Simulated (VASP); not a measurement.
A run of VASP 6.6.1 is set up as follows.

POSCAR

```
MgO
1.0
    2.6223259631      0.0000000000      0.0000000000
    0.0000000000      2.6223259631      0.0000000000
    0.0000000000      0.0000000000      2.6223259631
Mg O
1 1
Direct
    0.0000000000      0.0000000000      0.0000000000
    0.5000000000      0.5000000000      0.5000000000
```

The input INCAR.step1:

```
  ALGO = Normal
  EDIFF = 1E-5
  ENCUT = 920
  GGA = PE
  GGA_COMPAT = False
  ISMEAR = 0
  LASPH = True
  LCHARG = False
  LREAL = False
  LWAVE = True
  NBANDS = 15
  NELM = 120
  PREC = Accurate
  SIGMA = 0.1
```

INCAR.step2

```
  ALGO = Normal
  EDIFF = 1E-6
  ENCUT = 920
  GGA_COMPAT = False
  ISIF = 2
  ISMEAR = 0
  ISTART = 1
  LASPH = True
  LCHARG = True
  LELF = True
  LMIXTAU = True
  LREAL = False
  LVHAR = True
  LWAVE = False
  METAGGA = R2SCAN
  NBANDS = 15
  NELM = 120
  PREC = Accurate
  SIGMA = 0.1
```

File KPOINTS:

```
k-points
0
Gamma
  6 6 6
```

Potentials or basis: VASP PAW PBE potentials, release 64 (Mg_sv, O).

The run is started by

```sh
$ cat potpaw_PBE.64/Mg_sv/POTCAR potpaw_PBE.64/O/POTCAR > POTCAR
$ cp INCAR.step1 INCAR
$ mpirun -np 1 vasp_std > vasp.out
$ cp INCAR.step2 INCAR
$ mpirun -np 1 vasp_std > vasp.out
```

Problem. What does it give for the band gap on the k mesh?

Solution. 3.53 eV (least direct gap 4.58 eV).

Problem. Predict the pressure.

Solution. 0.8 GPa.

Caveat: the PAW data sets were made with another functional, which shifts forces and pressure a little. A k mesh can miss the band edges.
